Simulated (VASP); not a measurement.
Wanted: the native input for a VASP 6.6.1 run.

```
Task                   : single point
Functional             : LDA
Potentials or basis    : VASP PAW LDA potentials, release 64 (Cd, Ge_d, As)
Cutoff                 : 520 eV
k mesh                 : 6 × 6 × 6
Occupations            : gaussian, width 0.05 eV
Spin                   : no spin polarisation
Dipole correction      : no
Further INCAR settings : ALGO = Normal; EDIFF = 1e-06; NBANDS = 46
```

The structure of CdGeAs2 lies in POSCAR:

```
CdGeAs2
1.0
    5.9777491256      0.0000000000      0.0000000000
    0.0000000000      5.9777491256      0.0000000000
   -2.9888745628     -2.9888745628      5.6642966801
Cd Ge As
2 2 4
Direct
    0.7500000000      0.2500000000      0.5000000000
    0.5000000000      0.5000000000      0.0000000000
    0.0000000000      0.0000000000      0.0000000000
    0.2500000000      0.7500000000      0.5000000000
    0.3462175700      0.8750000000      0.2500000000
    0.6250000000      0.6537824300      0.7500000000
    0.9037824300      0.3750000000      0.2500000000
    0.1250000000      0.0962175700      0.7500000000
```

The input as run:

INCAR

```
ALGO     = Normal         # electronic algorithm
EDIFF    = 1E-6           # SCF threshold, eV
ENCUT    = 520            # plane-wave cutoff, eV
ISIF     = 2              # what is computed and relaxed
ISMEAR   = 0              # smearing method
LASPH    = True           # aspherical terms in the spheres
LCHARG   = False          # write CHGCAR
LREAL    = False          # projectors in reciprocal space
LWAVE    = False          # write WAVECAR
NBANDS   = 46             # bands
NELM     = 100            # most SCF steps
PREC     = Accurate       # precision mode
SIGMA    = 0.05           # smearing width, eV
```

KPOINTS

```
k-points
0
Gamma
  6 6 6
```

Potentials or basis: VASP PAW LDA potentials, release 64 (Cd, Ge_d, As).

Run with:

```console
$ cat potpaw_LDA.64/Cd/POTCAR potpaw_LDA.64/Ge_d/POTCAR potpaw_LDA.64/As/POTCAR > POTCAR
$ mpirun -np 1 vasp_std > vasp.out
```

Results of the run:

The pressure is -2.3 GPa, the largest force is 0.212 eV/Å and the band gap on the k mesh is 0.19 eV (least direct gap 0.22 eV).

Run time: 3 min on 1 thread of Intel(R) Xeon(R) 6975P-C (Granite Rapids), on a shared host, peak memory 0.43 GiB.
